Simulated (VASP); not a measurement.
# Dy3Be2Se (P6/mmm) in VASP: notebook

The runs below take Dy3Be2Se through single point, with PBE.

All numbers are computed with VASP 6.6.1; they aren't measurements. Logs are shortened: lines on timing, memory, paths and dates and some standing lists are left out, and cuts for length are marked.

## (1) The cell of the first run

The structure is hexagonal, space group P6/mmm (No. 191). The conventional cell has a = 5.042 Å, b = 5.042 Å, c = 5.653 Å, α = 90.00°, β = 90.00°, γ = 120.00°. Within 3.7 Å of Dy (site symmetry -6m2) lie 2 Be at 2.83 Å and 3 Dy at 2.91 Å and 3 Se at 2.91 Å. Within 3.7 Å of Dy (site symmetry 6/mmm) lie 2 Se at 2.83 Å and 6 Be at 2.91 Å. Be (site symmetry -6m2) has 5 Dy at 2.83 to 2.91 Å and 3 Be at 2.91 Å within 3.7 Å. Within 3.7 Å of Se (site symmetry 6/mmm) lie 8 Dy at 2.83 to 2.91 Å.

The cell was generated, and may not be a known phase.

## (2) Single point, PBE

Input file INCAR:

```
ALGO     = Normal         # electronic algorithm
EDIFF    = 1E-6           # SCF threshold, eV
ENCUT    = 600            # plane-wave cutoff, eV
GGA      = PE             # functional
GGA_COMPAT= False        
ISIF     = 2              # what is computed and relaxed
ISMEAR   = 0              # smearing method
LASPH    = True           # aspherical terms in the spheres
LCHARG   = False          # write CHGCAR
LMAXMIX  = 6              # l up to which the mixer works
LREAL    = False          # projectors in reciprocal space
LWAVE    = False          # write WAVECAR
NBANDS   = 28             # bands
NELM     = 200            # most SCF steps
PREC     = Accurate       # precision mode
SIGMA    = 0.1            # smearing width, eV
```

Input file KPOINTS:

```
k-points
0
Gamma
  6 6 2
```

Input file POSCAR:

```
Dy3Be2Se
1.0
    5.0419570057     -0.0000000032      0.0000000000
   -2.5209785001      4.3664628534      0.0000000000
    0.0000000000      0.0000000000      5.6533236203
Dy Be Se
3 2 1
Direct
    0.3333333333      0.6666666667      0.5000000000
    0.6666666667      0.3333333333      0.5000000000
    0.0000000000      0.0000000000      0.0000000000
    0.3333333333      0.6666666667      0.0000000000
    0.6666666667      0.3333333333      0.0000000000
    0.0000000000      0.0000000000      0.5000000000
```

Potentials or basis: VASP PAW PBE potentials, release 64 (Dy_3, Be, Se), 4f in core.

Launch:

```console
$ cat potpaw_PBE.64/Dy_3/POTCAR potpaw_PBE.64/Be/POTCAR potpaw_PBE.64/Se/POTCAR > POTCAR
$ mpirun -np 1 vasp_std > vasp.out
```

OUTCAR:

```text
EDIFF = 1E-6
   ENCUT = 600
   GGA = PE
   ISIF = 2
   ISMEAR = 0
   LASPH = True
   LREAL = False
   NELM = 200
   PREC = Accurate

 ion  position               nearest neighbor table
   1  0.333  0.667  0.500-   4 2.83   4 2.83   2 2.91   6 2.91   2 2.91   6 2.91   6 2.91   2 2.91

   2  0.667  0.333  0.500-   5 2.83   5 2.83   1 2.91   6 2.91   1 2.91   6 2.91   6 2.91   1 2.91

   3  0.000  0.000  0.000-   6 2.83   6 2.83   4 2.91   5 2.91   5 2.91   4 2.91   5 2.91   4 2.91

   4  0.333  0.667  0.000-   1 2.83   1 2.83   3 2.91   3 2.91   3 2.91
   5  0.667  0.333  0.000-   2 2.83   2 2.83   3 2.91   3 2.91   3 2.91
   6  0.000  0.000  0.500-   3 2.83   3 2.83   1 2.91   2 2.91   2 2.91   1 2.91   2 2.91   1 2.91

  LATTYP: Found a hexagonal cell.
 ALAT       =     5.0419570057
 C/A-ratio  =     1.1212558167

  Lattice vectors:

 A1 = (   5.0419570057,  -0.0000000032,   0.0000000000)
 A2 = (  -2.5209785001,   4.3664628534,   0.0000000000)
 A3 = (   0.0000000000,   0.0000000000,   5.6533236203)

Analysis of symmetry for initial positions (statically):
=====================================================================
 Subroutine PRICEL returns:
 Original cell was already a primitive cell.

 Routine SETGRP: Setting up the symmetry group for a
 hexagonal supercell.

 Subroutine GETGRP returns: Found 24 space group operations
 (whereof 24 operations were pure point group operations)
 out of a pool of 24 trial point group operations.

The static configuration has the point symmetry D_6h.

Analysis of symmetry for dynamics (positions and initial velocities):
=====================================================================
 Subroutine PRICEL returns:
 Original cell was already a primitive cell.

 Routine SETGRP: Setting up the symmetry group for a
 hexagonal supercell.

 Subroutine GETGRP returns: Found 24 space group operations
 (whereof 24 operations were pure point group operations)
 out of a pool of 24 trial point group operations.

The dynamic configuration has the point symmetry D_6h.

 Subroutine INISYM returns: Found 24 space group operations
 (whereof 24 operations are pure point group operations),
 and found     1 'primitive' translations

----------------------------------------------------------------------------------------
[... 89 lines left out ...]
   NELM   =    200;   NELMIN=  2; NELMDL= -5     # of ELM steps
   EDIFF  = 0.1E-05   stopping-criterion for ELM
   LREAL  =      F    real-space projection
   EDIFFG = 0.1E-04   stopping-criterion for IOM
   NSW    =      0    number of steps for IOM
   IBRION =     -1    ionic relax: 0-MD 1-quasi-New 2-CG
   NFREE  =      0    steps in history (QN), initial steepest desc. (CG)
   ISIF   =      2    stress and relaxation
   ISYM   =      2    0-nonsym 1-usesym 2-fastsym
   POTIM  = 0.5000    time-step for ionic-motion
   TEBEG  =    0.0;   TEEND  =   0.0 temperature during run
   PSTRESS=    0.0 pullay stress
   NELECT =      37.0000    total number of electrons
   NUPDOWN=      -1.0000    fix difference up-down
   EMIN   =  10.00;   EMAX   =-10.00  energy-range for DOS
   EFERMI =   0.00;   METHOD = LEGACY
   ISMEAR =     0;   SIGMA  =   0.10  broadening in eV -4-tet -1-fermi 0-gaus
   EFERMI_NEDOS =   21; number of points for ismear=-14 and -15
   IALGO  =     38    algorithm
   IMIX   =      4    mixing-type and parameters
     AMIX     =   0.40;   BMIX     =  1.00
     AMIX_MAG =   1.60;   BMIX_MAG =  1.00
  volume/ion in A,a.u.               =      20.74       139.98
  Fermi-wavevector in a.u.,A,eV,Ry     =   1.092608  2.064730 16.242538  1.193793
  Thomas-Fermi vector in A             =   2.228877
   LORBIT       =      0    0 simple, 1 ext, 2 COOP (PROOUT), +10 PAW based schemes
   GGA     = PE    functional components
   LHFCALC =     F    Hartree Fock is set to
   AEXX    =    0.0000 exact exchange contribution
   IVDW    =     0    specifies the selected vdW correction
   LEPSILON=     F    determine dielectric tensor
   LRPA    =     F    only Hartree local field effects (RPA)
 non-spin polarized calculation
 Gauss-broadening in eV      SIGMA  =   0.10
  energy-cutoff  :      600.00
  volume of cell :      124.46
 maximum number of plane-waves:      4206
   NGX = 21   NGY = 21   NGZ = 23

 number of electron      37.0000002 magnetization

 Free energy of the ion-electron system (eV)
  ---------------------------------------------------
  ext. energy  EPLUGINS =         0.00000000
  ---------------------------------------------------
  free energy    TOTEN  =       -25.26103362 eV

  energy without entropy =      -25.24806263  energy(sigma->0) =      -25.25454812

 E-fermi :   4.6524     XC(G=0): -10.2657

 val. band max:        4.5700575057   @ k =   0.3333   0.1667   0.5000
 cond. band min:       4.6674836586   @ k =   0.3333  -0.0000   0.0000
 fundamental gap:      0.0974261529
 Fermi energy:         4.6523546070

 k-point     1 :       0.0000    0.0000    0.0000
  band No.  band energies     occupation
      1     -19.6690      2.00000
      2     -19.6690      2.00000
      3     -19.1092      2.00000
      4     -18.9742      2.00000
      5     -18.9742      2.00000
      6     -18.8250      2.00000
[... 423 lines left out ...]
     27       8.1908      0.00000
     28       8.1908      0.00000

------------------------ aborting loop because EDIFF is reached ----------------------------------------

  FORCE on cell =-STRESS in cart. coord.  units (eV):
  Direction    XX          YY          ZZ          XY          YZ          ZX
  --------------------------------------------------------------------------------------
  -------------------------------------------------------------------------------------
  Total        0.3981525      0.3981525      0.2370779     -0.0000000      0.0000000     -0.0000000
  in kB        5.1253947      5.1253947      3.0518904     -0.0000000      0.0000000     -0.0000000
  external PRESSURE =       4.4342266 kB  Pullay stress =       0.0000000 kB

 VOLUME and BASIS-vectors are now :
 -----------------------------------------------------------------------------
  energy-cutoff  :      600.00
  volume of cell :      124.46
      direct lattice vectors                 reciprocal lattice vectors
     5.041957006 -0.000000003  0.000000000     0.198335686  0.114509161  0.000000000
    -2.520978500  4.366462853  0.000000000     0.000000000  0.229018323  0.000000000
     0.000000000  0.000000000  5.653323620     0.000000000  0.000000000  0.176887096

 POSITION                                       TOTAL-FORCE (eV/Angst)
 -----------------------------------------------------------------------------------
      0.00000      2.91098      2.82666        -0.000000      0.000000      0.000000
      2.52098      1.45549      2.82666         0.000000     -0.000000     -0.000000
      0.00000      0.00000      0.00000        -0.000000     -0.000000     -0.000000
      0.00000      2.91098      0.00000        -0.000000      0.000000     -0.000000
      2.52098      1.45549      0.00000        -0.000000     -0.000000     -0.000000
      0.00000      0.00000      2.82666        -0.000000     -0.000000     -0.000000
 -----------------------------------------------------------------------------------
    total drift:                                0.000000      0.000000      0.000000

  FREE ENERGIE OF THE ION-ELECTRON SYSTEM (eV)
  ---------------------------------------------------
  free  energy   TOTEN  =       -25.2610336200 eV

  energy  without entropy=      -25.2480626266  energy(sigma->0) =      -25.25454812
```

OSZICAR:

```text
N       E                     dE             d eps       ncg     rms          rms(c)
DAV:   1     0.215027455975E+03    0.21503E+03   -0.17384E+04   800   0.131E+03
DAV:   2    -0.204607776305E+01   -0.21707E+03   -0.21052E+03   784   0.401E+02
DAV:   3    -0.240076803304E+02   -0.21962E+02   -0.20971E+02  1108   0.737E+01
DAV:   4    -0.253388119785E+02   -0.13311E+01   -0.13065E+01  1056   0.177E+01
DAV:   5    -0.253768527429E+02   -0.38041E-01   -0.37917E-01  1048   0.308E+00    0.355E+01
DAV:   6    -0.252415697897E+02    0.13528E+00   -0.42660E-01  1120   0.263E+00    0.212E+01
DAV:   7    -0.252710159032E+02   -0.29446E-01   -0.33930E-01  1136   0.295E+00    0.123E+00
DAV:   8    -0.252610079259E+02    0.10008E-01   -0.66908E-02  1072   0.113E+00    0.242E-01
DAV:   9    -0.252610568510E+02   -0.48925E-04   -0.37405E-03   996   0.306E-01    0.103E-01
DAV:  10    -0.252610361150E+02    0.20736E-04   -0.23817E-04   992   0.827E-02    0.449E-02
DAV:  11    -0.252610340024E+02    0.21126E-05   -0.28952E-05  1024   0.241E-02    0.157E-02
DAV:  12    -0.252610336200E+02    0.38237E-06   -0.43548E-06  1020   0.112E-02
   1 F= -.25261034E+02 E0= -.25254548E+02  d E =-.129710E-01
```

It took 30 s on 1 thread of Intel Xeon 6975P-C (Granite Rapids), shared host; peak memory 0.29 GiB.

Results:

```yaml
Free_energy: -25.2610 eV
Pressure: 0.4 GPa
Band_gap_on_the_k_mesh: zero (an odd number of electrons rules out a gap without spin polarisation)
```

Levels at points of the mesh, in eV from the Fermi level:
| k point | band 14 | band 15 | band 16 | band 17 | band 18 | band 19 | band 20 | band 21 | band 22 | band 23 |
| --- | --- | --- | --- | --- | --- | --- | --- | --- | --- | --- |
| (0.00, 0.00, 0.00) | -4.16 | -1.61 | -1.61 | -0.25 | 0.02 | 0.21 | 0.21 | 0.34 | 0.34 | 0.41 |
| (0.50, 0.00, 0.00) | -4.16 | -3.68 | -1.40 | -1.34 | -1.04 | -0.53 | 0.06 | 0.91 | 1.10 | 1.60 |
| (0.00, 0.00, 0.50) | -4.23 | -2.62 | -2.22 | -2.22 | 0.29 | 0.87 | 1.23 | 1.23 | 1.40 | 1.83 |
| (0.50, 0.00, 0.50) | -3.62 | -3.34 | -1.97 | -1.55 | -1.44 | -0.16 | 0.12 | 0.80 | 1.08 | 2.52 |

Caveat: the k points lie up to 0.56 Å⁻¹ apart, too coarse for converged energies and pressures of a metal; spin-orbit coupling is left out, which moves the levels of the heavy elements; the 4f electrons are frozen in the core, so they carry no moment and show no levels; the run has no spin polarisation, though such a crystal can be magnetic. Spin polarisation is off, so any magnetic state and its effect on volume and gap are missing.

## (3) Single point, PBE

This run uses another cell than the first one, of 23.16 Å³/atom.

Input file INCAR:

```
  PREC = Accurate
  ENCUT = 600
  EDIFF = 1E-6
  ISMEAR = 0
  SIGMA = 0.1
  LREAL = False
  LASPH = True
  NELM = 200
  ALGO = Normal
  ISIF = 2
  LWAVE = False
  LCHARG = False
  GGA = PE
  NBANDS = 28
  GGA_COMPAT = False
  LMAXMIX = 6
```

Input file KPOINTS:

```
Automatic mesh
0
Gamma
  6 6 2
```

Input file POSCAR:

```
Dy3Be2Se
1.0
    4.5018356700      0.0000000000      0.0000000000
   -2.2509178300      3.8987040500      0.0000000000
    0.0000000000      0.0000000000      7.9166968100
Dy Be Se
3 2 1
Direct
    0.3333333300      0.6666666700      0.5000000000
    0.6666666700      0.3333333300      0.5000000000
    0.0000000000      0.0000000000      0.0000000000
    0.3333333300      0.6666666700      0.0000000000
    0.6666666700      0.3333333300      0.0000000000
    0.0000000000      0.0000000000      0.5000000000
```

Potentials or basis: VASP PAW PBE potentials, release 64 (Dy_3, Be, Se), 4f in core.

Launch:

```console
$ cat potpaw_PBE.64/Dy_3/POTCAR potpaw_PBE.64/Be/POTCAR potpaw_PBE.64/Se/POTCAR > POTCAR
$ mpirun -np 1 vasp_std > vasp.out
```

It took 35 s on 1 thread of Intel Xeon 6975P-C (Granite Rapids), shared host; peak memory 0.3 GiB.

Results (log left out):

```yaml
Free_energy: -19.2738 eV
Pressure: 14.4 GPa
Band_gap_on_the_k_mesh: zero (an odd number of electrons rules out a gap without spin polarisation)
```

Stress tensor (GPa, compression positive):
```
 27.35   0.00   0.00
  0.00  27.35   0.00
  0.00   0.00 -11.47
```

Levels at points of the mesh, in eV from the Fermi level:
| k point | band 14 | band 15 | band 16 | band 17 | band 18 | band 19 | band 20 | band 21 | band 22 | band 23 |
| --- | --- | --- | --- | --- | --- | --- | --- | --- | --- | --- |
| (0.00, 0.00, 0.00) | -4.28 | -1.43 | -1.43 | -0.78 | -0.28 | 0.16 | 0.16 | 2.18 | 2.18 | 2.32 |
| (0.50, 0.00, 0.00) | -3.48 | -2.70 | -1.14 | -1.09 | -1.04 | 0.73 | 1.05 | 1.35 | 1.41 | 1.93 |
| (0.00, 0.00, 0.50) | -3.94 | -2.16 | -1.47 | -1.47 | 0.25 | 0.25 | 2.05 | 2.16 | 2.72 | 2.72 |
| (0.50, 0.00, 0.50) | -3.29 | -2.64 | -1.27 | -1.19 | -1.09 | 0.73 | 0.94 | 1.30 | 1.78 | 2.03 |

Caveat: the k points lie up to 0.40 Å⁻¹ apart, too coarse for converged energies and pressures of a metal; spin-orbit coupling is left out, which moves the levels of the heavy elements; the 4f electrons are frozen in the core, so they carry no moment and show no levels; the run has no spin polarisation, though such a crystal can be magnetic. Spin polarisation is off, so any magnetic state and its effect on volume and gap are missing.

## (4) Single point, PBE

This run uses another cell than the first one, of 20.86 Å³/atom.

Input file INCAR:

```
SYSTEM = Dy3Be2Se
  ALGO = Normal
  EDIFF = 1E-6
  ENCUT = 600
  GGA = PE
  GGA_COMPAT = .False.
  ISIF = 2
  ISMEAR = 0
  LASPH = .True.
  LCHARG = .False.
  LMAXMIX = 6
  LREAL = .False.
  LWAVE = .False.
  NBANDS = 28
  NELM = 200
  PREC = Accurate
  SIGMA = 0.1
```

Input file KPOINTS:

```
k-points
0
Gamma
  6 6 4
  0 0 0
```

Input file POSCAR:

```
Dy3Be2Se
1.0
    5.0551328692      0.0000000000      0.0000000000
   -2.5275664346      4.3778734842      0.0000000000
    0.0000000000      0.0000000000      5.6554065682
Dy Be Se
3 2 1
Direct
    0.3333333333      0.6666666667      0.5000000000
    0.6666666667      0.3333333333      0.5000000000
    0.0000000000      0.0000000000      0.0000000000
    0.3333333333      0.6666666667      0.0000000000
    0.6666666667      0.3333333333      0.0000000000
    0.0000000000      0.0000000000      0.5000000000
```

Potentials or basis: VASP PAW PBE potentials, release 64 (Dy_3, Be, Se), 4f in core.

Launch:

```console
$ cat potpaw_PBE.64/Dy_3/POTCAR potpaw_PBE.64/Be/POTCAR potpaw_PBE.64/Se/POTCAR > POTCAR
$ mpirun -np 1 vasp_std > vasp.out
```

OUTCAR:

```text
SYSTEM = Dy3Be2Se
   EDIFF = 1E-6
   ENCUT = 600
   GGA = PE
   ISIF = 2
   ISMEAR = 0
   LASPH = .True.
   LREAL = .False.
   NELM = 200
   PREC = Accurate

 ion  position               nearest neighbor table
   1  0.333  0.667  0.500-   4 2.83   4 2.83   2 2.92   6 2.92   2 2.92   6 2.92   6 2.92   2 2.92

   2  0.667  0.333  0.500-   5 2.83   5 2.83   1 2.92   1 2.92   6 2.92   6 2.92   6 2.92   1 2.92

   3  0.000  0.000  0.000-   6 2.83   6 2.83   4 2.92   5 2.92   4 2.92   5 2.92   5 2.92   4 2.92

   4  0.333  0.667  0.000-   1 2.83   1 2.83   3 2.92   3 2.92   3 2.92
   5  0.667  0.333  0.000-   2 2.83   2 2.83   3 2.92   3 2.92   3 2.92
[... 854 lines left out ...]
  Total        0.3124559      0.3124559      0.2334434      0.0000000      0.0000000      0.0000000
  in kB        3.9998129      3.9998129      2.9883575      0.0000000      0.0000000      0.0000000
  external PRESSURE =       3.6626611 kB  Pullay stress =       0.0000000 kB

 VOLUME and BASIS-vectors are now :
 -----------------------------------------------------------------------------
  energy-cutoff  :      600.00
  volume of cell :      125.16
      direct lattice vectors                 reciprocal lattice vectors
     5.055132869  0.000000000  0.000000000     0.197818737  0.114210701  0.000000000
    -2.527566435  4.377873484  0.000000000     0.000000000  0.228421402  0.000000000
     0.000000000  0.000000000  5.655406568     0.000000000  0.000000000  0.176821947

 POSITION                                       TOTAL-FORCE (eV/Angst)
 -----------------------------------------------------------------------------------
     -0.00000      2.91858      2.82770         0.000000     -0.000000      0.000000
      2.52757      1.45929      2.82770        -0.000000      0.000000      0.000000
      0.00000      0.00000      0.00000         0.000000      0.000000      0.000000
     -0.00000      2.91858      0.00000        -0.000000      0.000000     -0.000000
      2.52757      1.45929      0.00000         0.000000     -0.000000      0.000000
      0.00000      0.00000      2.82770         0.000000      0.000000      0.000000
 -----------------------------------------------------------------------------------
    total drift:                                0.000000      0.000000      0.000000

  FREE ENERGIE OF THE ION-ELECTRON SYSTEM (eV)
  ---------------------------------------------------
  free  energy   TOTEN  =       -25.1779693982 eV

  energy  without entropy=      -25.1649052758  energy(sigma->0) =      -25.17143734
```

OSZICAR:

```text
N       E                     dE             d eps       ncg     rms          rms(c)
DAV:   1     0.206327669185E+03    0.20633E+03   -0.16924E+04  1192   0.130E+03
DAV:   2    -0.274691821066E+01   -0.20907E+03   -0.20269E+03  1176   0.394E+02
DAV:   3    -0.243184133364E+02   -0.21571E+02   -0.20821E+02  1724   0.726E+01
DAV:   4    -0.252866369725E+02   -0.96822E+00   -0.95867E+00  1576   0.150E+01
DAV:   5    -0.253145063513E+02   -0.27869E-01   -0.27816E-01  1620   0.270E+00    0.351E+01
DAV:   6    -0.251552761914E+02    0.15923E+00   -0.47853E-01  1684   0.277E+00    0.211E+01
DAV:   7    -0.251914139580E+02   -0.36138E-01   -0.35841E-01  1740   0.311E+00    0.122E+00
DAV:   8    -0.251787787727E+02    0.12635E-01   -0.10393E-01  1624   0.148E+00    0.249E-01
DAV:   9    -0.251780683583E+02    0.71041E-03   -0.61352E-03  1560   0.419E-01    0.138E-01
DAV:  10    -0.251780100843E+02    0.58274E-04   -0.17550E-03  1700   0.195E-01    0.102E-01
DAV:  11    -0.251779755585E+02    0.34526E-04   -0.19279E-04  1600   0.785E-02    0.484E-02
DAV:  12    -0.251779695110E+02    0.60475E-05   -0.42928E-05  1740   0.326E-02    0.619E-03
DAV:  13    -0.251779693982E+02    0.11275E-06   -0.32290E-06  1268   0.954E-03
   1 F= -.25177969E+02 E0= -.25171437E+02  d E =-.130641E-01
```

stdout:

```text
POSCAR found type information on POSCAR DyBeSe
 POSCAR found :  3 types and       6 ions
 scaLAPACK will be used
 LDA part: xc-table for (Slater+PW92), standard interpolation
 POSCAR, INCAR and KPOINTS ok, starting setup
 FFT: planning ... GRIDC
 FFT: planning ... GRID_SOFT
 FFT: planning ... GRID
 WAVECAR not read
 entering main loop
```

It took 44 s on 1 thread of Intel Xeon 6975P-C (Granite Rapids), shared host; peak memory 0.32 GiB.

Results:

```yaml
Free_energy: -25.1780 eV
Pressure: 0.4 GPa
Band_gap_on_the_k_mesh: zero (an odd number of electrons rules out a gap without spin polarisation)
```

Caveat: spin-orbit coupling is left out, which moves the levels of the heavy elements; the 4f electrons are frozen in the core, so they carry no moment and show no levels; the run has no spin polarisation, though such a crystal can be magnetic.

## (5) Summary

```csv
cell,k mesh,gap on the mesh (eV),pressure (GPa)
"a = 5.042, b = 5.042, c = 5.653 Å, angles 90.0, 90.0, 120.0°, 6 atoms",6 × 6 × 2,none,0.4
"a = 4.502, b = 4.502, c = 7.917 Å, angles 90.0, 90.0, 120.0°, 6 atoms",6 × 6 × 2,none,14.4
"a = 5.055, b = 5.055, c = 5.655 Å, angles 90.0, 90.0, 120.0°, 6 atoms",6 × 6 × 4,none,0.4
```

Alike in all rows: task single point; level PBE; potentials or basis VASP PAW PBE potentials, release 64 (Dy_3, Be, Se), 4f in core; no spin polarisation; cutoff (eV) 600; smearing gaussian 0.1 eV.

Caveats: some runs use coarse meshes; spin-orbit coupling is left out, which moves the levels of the heavy elements; the 4f electrons are frozen in the core, so they carry no moment and show no levels; the run has no spin polarisation, though such a crystal can be magnetic.

Total energies depend on the potentials used, so only differences within one code and one set of settings carry meaning.

The gap in the log of VASP goes by the Fermi energy; the results here count the filled bands.